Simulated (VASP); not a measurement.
# FeO (Wuestite) (R-3m) in VASP: a series of runs

FeO (Wuestite) is run at these levels: PBEsol, PBE; tasks: single point.

Program: VASP 6.6.1. These are calculated values, not measurements. Logs are shortened: lines on timing, memory, paths and dates and some standing lists are left out, and cuts for length are marked.

### 1 The cell of the first run

The structure is trigonal, space group R-3m (No. 166). Conventional cell: a = 3.078 Å, b = 3.078 Å, c = 7.658 Å, α = 90.00°, β = 90.00°, γ = 120.00°. Fe (site symmetry -3m) has 6 O at 2.19 Å within 2.9 Å. O (site symmetry -3m) has 6 Fe at 2.19 Å within 2.9 Å.

### 2 Single point, PBEsol, collinear spin, ferromagnetic start (volume scaled by 1.04)

INCAR

```
PREC = Accurate
ENCUT = 520
EDIFF = 1E-7
ISMEAR = -1
SIGMA = 0.05
LREAL = False
LASPH = True
NELM = 150
ALGO = Normal
ISIF = 2
LWAVE = False
LCHARG = False
ISPIN = 2
MAGMOM = 3 0
LORBIT = 11
LMAXMIX = 4
GGA = PS
NBANDS = 18
```

KPOINTS

```
Automatic mesh
0
Gamma
  11 11 11
```

POSCAR

```
FeO
1.0
    1.5388076799      0.8884310282      2.5527334195
   -1.5388076799      0.8884310282      2.5527334195
    0.0000000000     -1.7768620564      2.5527334195
Fe O
1 1
Direct
    0.0000000000      0.0000000000      0.0000000000
    0.5000000000      0.5000000000      0.5000000000
```

Potentials or basis: VASP PAW PBE potentials, release 64 (Fe, O).

The run is started by

```sh
$ cat potpaw_PBE.64/Fe/POTCAR potpaw_PBE.64/O/POTCAR > POTCAR
$ mpirun -np 1 vasp_std > vasp.out
```

OUTCAR:

```text
PREC = Accurate
   ENCUT = 520
   EDIFF = 1E-7
   ISMEAR = -1
   LREAL = False
   LASPH = True
   NELM = 150
   ISIF = 2
   ISPIN = 2
   LORBIT = 11
   GGA = PS

 ion  position               nearest neighbor table
   1  0.000  0.000  0.000-   2 2.19   2 2.19   2 2.19   2 2.19   2 2.19   2 2.19
   2  0.500  0.500  0.500-   1 2.19   1 2.19   1 2.19   1 2.19   1 2.19   1 2.19

  LATTYP: Found a trigonal (rhomboedric) cell.
 ALAT       =     3.1102550826
 COS(alpha) =     0.5104391626

  Lattice vectors:

 A1 = (   1.5388076799,   0.8884310282,   2.5527334195)
 A2 = (  -1.5388076799,   0.8884310282,   2.5527334195)
 A3 = (   0.0000000000,  -1.7768620564,   2.5527334195)

Analysis of symmetry for initial positions (statically):
=====================================================================
 Subroutine PRICEL returns:
 Original cell was already a primitive cell.

 Routine SETGRP: Setting up the symmetry group for a
 trigonal (rhombohedral) supercell.

 Subroutine GETGRP returns: Found 12 space group operations
 (whereof 12 operations were pure point group operations)
 out of a pool of 12 trial point group operations.

The static configuration has the point symmetry D_3d.

Analysis of symmetry for dynamics (positions and initial velocities):
=====================================================================
 Subroutine PRICEL returns:
 Original cell was already a primitive cell.

 Routine SETGRP: Setting up the symmetry group for a
 trigonal (rhombohedral) supercell.

 Subroutine GETGRP returns: Found 12 space group operations
 (whereof 12 operations were pure point group operations)
 out of a pool of 12 trial point group operations.

The dynamic configuration has the point symmetry D_3d.

Analysis of structural, dynamic, and magnetic symmetry:
=====================================================================
 Subroutine PRICEL returns:
 Original cell was already a primitive cell.

 Routine SETGRP: Setting up the symmetry group for a
 trigonal (rhombohedral) supercell.

 Subroutine GETGRP returns: Found 12 space group operations
 (whereof 12 operations were pure point group operations)
 out of a pool of 12 trial point group operations.

The overall configuration has the point symmetry D_3d.

 Subroutine INISYM returns: Found 12 space group operations
 (whereof 12 operations are pure point group operations),
 and found     1 'primitive' translations

----------------------------------------------------------------------------------------

                                     Primitive cell

[... 107 lines left out ...]
   IALGO  =     38    algorithm
   IMIX   =      4    mixing-type and parameters
     AMIX     =   0.40;   BMIX     =  1.00
     AMIX_MAG =   1.60;   BMIX_MAG =  1.00
  volume/ion in A,a.u.               =      10.47        70.65
  Fermi-wavevector in a.u.,A,eV,Ry     =   1.431515  2.705171 27.881539  2.049235
  Thomas-Fermi vector in A             =   2.551243
   LORBIT       =     11    0 simple, 1 ext, 2 COOP (PROOUT), +10 PAW based schemes
   GGA     = PS    functional components
   LHFCALC =     F    Hartree Fock is set to
   AEXX    =    0.0000 exact exchange contribution
   IVDW    =     0    specifies the selected vdW correction
   LEPSILON=     F    determine dielectric tensor
   LRPA    =     F    only Hartree local field effects (RPA)
 spin polarized calculation
  energy-cutoff  :      520.00
  volume of cell :       20.94
 maximum number of plane-waves:       575
   NGX = 11   NGY = 11   NGZ = 11

 number of electron      14.0000002 magnetization       4.0014187

 Free energy of the ion-electron system (eV)
  ---------------------------------------------------
  ext. energy  EPLUGINS =         0.00000000
  ---------------------------------------------------
  free energy    TOTEN  =       -15.77698759 eV

  energy without entropy =      -15.76449112  energy(sigma->0) =      -15.77073935

 E-fermi :   5.5931     XC(G=0): -12.1672

 val. band max:        5.5922684359   @ k =   0.2727   0.0909   0.0909
 cond. band min:       5.5933374607   @ k =   0.4545   0.2727   0.2727
 fundamental gap:      0.0010690247
 Fermi energy:         5.5930905733

 spin component 1

 k-point     1 :       0.0000    0.0000    0.0000
  band No.  band energies     occupation
      1     -14.7389      1.00000
      2       1.7192      1.00000
      3       1.7784      1.00000
      4       1.7784      1.00000
      5       1.8468      1.00000
      6       1.9393      1.00000
[... 493 lines left out ...]
     17      31.3823      0.00000
     18      33.1320      0.00000

 [... further k-points ...]

 spin component 2

 k-point     1 :       0.0000    0.0000    0.0000
  band No.  band energies     occupation
      1     -14.1962      1.00000
      2       2.4178      1.00000
      3       2.5182      1.00000
      4       2.5182      1.00000
      5       4.8535      1.00000
      6       4.9367      1.00000
[... 493 lines left out ...]
     17      32.2339      0.00000
     18      33.8532      0.00000

 [... further k-points ...]
[... 5 lines left out ...]
  --------------------------------------------------------------------------------------
  -------------------------------------------------------------------------------------
  Total       -1.9328553     -1.9328553     -2.0764635      0.0000000      0.0000000      0.0000000
  in kB     -147.8921614   -147.8921614   -158.8803174      0.0000000      0.0000000      0.0000000
  external PRESSURE =    -151.5548801 kB  Pullay stress =       0.0000000 kB

 VOLUME and BASIS-vectors are now :
 -----------------------------------------------------------------------------
  energy-cutoff  :      520.00
  volume of cell :       20.94
      direct lattice vectors                 reciprocal lattice vectors
     1.538807680  0.888431028  2.552733419     0.324926894  0.187596630  0.130578983
    -1.538807680  0.888431028  2.552733419    -0.324926894  0.187596630  0.130578983
     0.000000000 -1.776862056  2.552733419     0.000000000 -0.375193260  0.130578983

 POSITION                                       TOTAL-FORCE (eV/Angst)
 -----------------------------------------------------------------------------------
      0.00000      0.00000      0.00000        -0.000000     -0.000000      0.000000
      0.00000      0.00000      3.82910         0.000000      0.000000     -0.000000
 -----------------------------------------------------------------------------------
    total drift:                               -0.000000      0.000000     -0.000000

  FREE ENERGIE OF THE ION-ELECTRON SYSTEM (eV)
  ---------------------------------------------------
  free  energy   TOTEN  =       -15.7769875865 eV

  energy  without entropy=      -15.7644911189  energy(sigma->0) =      -15.77073935

 total charge

# of ion       s       p       d       tot
------------------------------------------
    1        0.280   0.335   6.055   6.670
    2        1.551   3.391   0.000   4.943
--------------------------------------------------
tot          1.832   3.726   6.055  11.613

 magnetization (x)

# of ion       s       p       d       tot
------------------------------------------
    1        0.026   0.020   3.572   3.618
    2        0.028   0.266   0.000   0.294
--------------------------------------------------
tot          0.055   0.286   3.572   3.912
```

stdout:

```text
POSCAR found type information on POSCAR FeO
 POSCAR found :  2 types and       2 ions
 scaLAPACK will be used
 -----------------------------------------------------------------------------
|                                                                             |
|                                                                             |
|     You enforced a specific xc type in the INCAR file but a different       |
|     I HOPE YOU KNOW WHAT YOU ARE DOING!                                     |
|                                                                             |
 -----------------------------------------------------------------------------

 LDA part: xc-table for (Slater+PW92), standard interpolation
 POSCAR, INCAR and KPOINTS ok, starting setup
 FFT: planning ... GRIDC
 FFT: planning ... GRID_SOFT
 FFT: planning ... GRID
 WAVECAR not read
 entering main loop
```

It took 61 s on 1 thread of Intel Xeon Platinum 8488C (Sapphire Rapids), shared host; peak memory 0.21 GiB.

What came out:

* Free energy: -15.7770 eV
* Pressure: -15.2 GPa
* Band gap on the k mesh: zero (filled and empty bands overlap)
* Net moment: 4.00 μB per cell
* Site moments: Fe +3.62; O +0.29 μB
* Valence electrons inside the program's atomic spheres: Fe 6.67; O 4.94

Caveat: the cell differs from its parent crystal (volume scaled by 1.04); the PAW data sets were made with another functional, which shifts forces and pressure a little; a cell with one magnetic atom can't hold antiferromagnetic order, which such compounds often take; semilocal functionals often make such compounds metallic where correlation or magnetic order opens a gap, which also shifts bond lengths.

### 3 Single point, PBE, collinear spin, ferromagnetic start

This run uses another cell than the first one, of 9.46 Å³/atom, 0.904 times its volume.

INCAR

```
SYSTEM = FeO
PREC = Accurate
ENCUT = 520
EDIFF = 1E-6
ISMEAR = -1
SIGMA = 0.05
LREAL = .False.
LASPH = .True.
NELM = 150
ALGO = Normal
ISIF = 2
LWAVE = .False.
LCHARG = .False.
ISPIN = 2
MAGMOM = 3 0
LORBIT = 11
LMAXMIX = 4
GGA = PE
NBANDS = 18
```

KPOINTS

```
regular mesh
0
Gamma
  11 11 11
  0 0 0
```

POSCAR

```
FeO
1.0
    1.4878158575      0.8589908858      2.4681429078
   -1.4878158575      0.8589908858      2.4681429078
    0.0000000000     -1.7179817717      2.4681429078
Fe O
1 1
Direct
    0.0000000000      0.0000000000      0.0000000000
    0.5000000000      0.5000000000      0.5000000000
```

Potentials or basis: VASP PAW PBE potentials, release 64 (Fe, O).

The run is started by

```sh
$ cat potpaw_PBE.64/Fe/POTCAR potpaw_PBE.64/O/POTCAR > POTCAR
$ mpirun -np 1 vasp_std > vasp.out
```

OUTCAR:

```text
SYSTEM = FeO
   PREC = Accurate
   ENCUT = 520
   EDIFF = 1E-6
   ISMEAR = -1
   LREAL = .False.
   LASPH = .True.
   NELM = 150
   ISIF = 2
   ISPIN = 2
   LORBIT = 11
   GGA = PE

 ion  position               nearest neighbor table
   1  0.000  0.000  0.000-   2 2.12   2 2.12   2 2.12   2 2.12   2 2.12   2 2.12
   2  0.500  0.500  0.500-   1 2.12   1 2.12   1 2.12   1 2.12   1 2.12   1 2.12

  LATTYP: Found a trigonal (rhomboedric) cell.
 ALAT       =     3.0071898479
 COS(alpha) =     0.5104391626

  Lattice vectors:

 A1 = (   1.4878158575,   0.8589908858,   2.4681429078)
[... 1222 lines left out ...]

 VOLUME and BASIS-vectors are now :
 -----------------------------------------------------------------------------
  energy-cutoff  :      520.00
  volume of cell :       18.93
      direct lattice vectors                 reciprocal lattice vectors
     1.487815858  0.858990886  2.468142908     0.336063094  0.194026118  0.135054308
    -1.487815858  0.858990886  2.468142908    -0.336063094  0.194026118  0.135054308
     0.000000000 -1.717981772  2.468142908     0.000000000 -0.388052235  0.135054308

 POSITION                                       TOTAL-FORCE (eV/Angst)
 -----------------------------------------------------------------------------------
      0.00000      0.00000      0.00000         0.000000      0.000000      0.000000
      0.00000     -0.00000      3.70221        -0.000000     -0.000000      0.000000
 -----------------------------------------------------------------------------------
    total drift:                               -0.000000      0.000000     -0.000000

  FREE ENERGIE OF THE ION-ELECTRON SYSTEM (eV)
  ---------------------------------------------------
  free  energy   TOTEN  =       -14.8956269659 eV

  energy  without entropy=      -14.8846157212  energy(sigma->0) =      -14.89012134

 total charge

# of ion       s       p       d       tot
------------------------------------------
    1        0.304   0.399   6.128   6.831
    2        1.557   3.469   0.000   5.026
--------------------------------------------------
tot          1.861   3.867   6.128  11.856

 magnetization (x)

# of ion       s       p       d       tot
------------------------------------------
    1        0.027   0.022   3.559   3.608
    2        0.032   0.281   0.000   0.313
--------------------------------------------------
tot          0.059   0.303   3.559   3.921
```

OSZICAR:

```text
N       E                     dE             d eps       ncg     rms          rms(c)
DAV:   1     0.660961973569E+02    0.66096E+02   -0.67682E+03 11562   0.916E+02
DAV:   2    -0.131303889034E+02   -0.79227E+02   -0.68031E+02 10834   0.206E+02
DAV:   3    -0.172084975304E+02   -0.40781E+01   -0.39451E+01 12270   0.494E+01
DAV:   4    -0.172372330296E+02   -0.28735E-01   -0.28716E-01 12798   0.394E+00
DAV:   5    -0.172374166912E+02   -0.18366E-03   -0.18365E-03 12466   0.328E-01    0.179E+01
DAV:   6    -0.154808869290E+02    0.17565E+01   -0.13626E+01 14088   0.546E+01    0.193E+01
DAV:   7    -0.149214452922E+02    0.55944E+00   -0.26196E+00 13534   0.316E+01    0.101E+01
DAV:   8    -0.149142416626E+02    0.72036E-02   -0.13996E-01 13518   0.433E+00    0.574E+00
DAV:   9    -0.148953455826E+02    0.18896E-01   -0.71869E-02 16712   0.415E+00    0.130E+00
DAV:  10    -0.148944792231E+02    0.86636E-03   -0.22074E-02 14246   0.306E+00    0.321E-01
DAV:  11    -0.148955980458E+02   -0.11188E-02   -0.24845E-03 13204   0.454E-01    0.641E-02
DAV:  12    -0.148956107011E+02   -0.12655E-04   -0.43431E-05 12122   0.595E-02    0.404E-02
DAV:  13    -0.148956252362E+02   -0.14535E-04   -0.87251E-06 14388   0.303E-02    0.193E-02
DAV:  14    -0.148956273726E+02   -0.21363E-05   -0.37773E-06 12842   0.280E-02    0.711E-03
DAV:  15    -0.148956269659E+02    0.40668E-06   -0.59500E-07  6422   0.117E-02
   1 F= -.14895627E+02 E0= -.14890121E+02  d E =-.110112E-01  mag=     3.9980
```

Wall time 72 s (1 thread of Intel Xeon Platinum 8259CL at 2.50GHz (Skylake/Cascade Lake), shared host); peak memory 0.21 GiB.

Results:

```
Free energy                                           : -14.8956 eV
Pressure                                              : 11.8 GPa
Band gap on the k mesh                                : zero (filled and empty bands overlap)
Net moment                                            : 4.00 μB per cell
Site moments                                          : Fe +3.61; O +0.31 μB
Valence electrons inside the program's atomic spheres : Fe 6.83; O 5.03
```

Stress tensor (GPa, compression positive):
```
12.11  0.00  0.00
 0.00 12.11  0.00
 0.00  0.00 11.29
```

Levels at points of the mesh, in eV from the Fermi level:
Spin up:
| k point | band 7 | band 8 | band 9 | band 10 | band 11 | band 12 |
| --- | --- | --- | --- | --- | --- | --- |
| (0.00, 0.00, 0.00) | -3.91 | -3.68 | -3.68 | 0.43 | 15.67 | 17.25 |
Spin down:
```tsv
k point	band 3	band 4	band 5	band 6	band 7	band 8
(0.00, 0.00, 0.00)	-3.37	-3.37	-0.87	-0.78	-0.78	0.17
```

Caveat: a cell with one magnetic atom can't hold antiferromagnetic order, which such compounds often take; semilocal functionals often make such compounds metallic where correlation or magnetic order opens a gap, which also shifts bond lengths. With open d or f shells a metallic result of PBE can be an artefact of self-interaction; +U or a hybrid may open a gap.
